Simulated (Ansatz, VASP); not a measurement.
## Two plane-wave programs on SiO2

```
Si O
1.0
    -2.51315    2.51315    3.68587
     2.51315   -2.51315    3.68587
     2.51315    2.51315   -3.68587
Si O
2 4
Direct
  0.00000 0.00000 0.00000
  0.75000 0.25000 0.50000
  0.37500 0.21748 0.34248
  0.96748 0.62500 0.84248
  0.78252 0.12500 0.15752
  0.87500 0.03252 0.65752
```

Alike in both runs: functional PBE; k mesh 6 × 6 × 6; occupations gaussian, width 0.02 eV; no spin polarisation.

Ansatz relaxed the structure, and its values are those at the end. VASP's run is a single point on that final structure, the one shown.

|  | VASP | Ansatz |
| --- | --- | --- |
| version | VASP 6.6.1 | Ansatz 0.2.0 |
| potentials or method | VASP PAW PBE potentials, release 64 (Si, O), cutoff 520 eV | scalar-relativistic, plane waves, PAW |
| valence electrons in the cell | 32 | 32 |

```csv
,VASP,Ansatz,Ansatz less VASP
gap on the k mesh at the Fermi level (eV),5.74,5.74,+0.001
least direct gap on the mesh (eV),5.74,5.74,+0.001
pressure (GPa),0.1,0.0,-0.09
rms of the force components (eV/Å),0.003,0.001,-0.0019
```
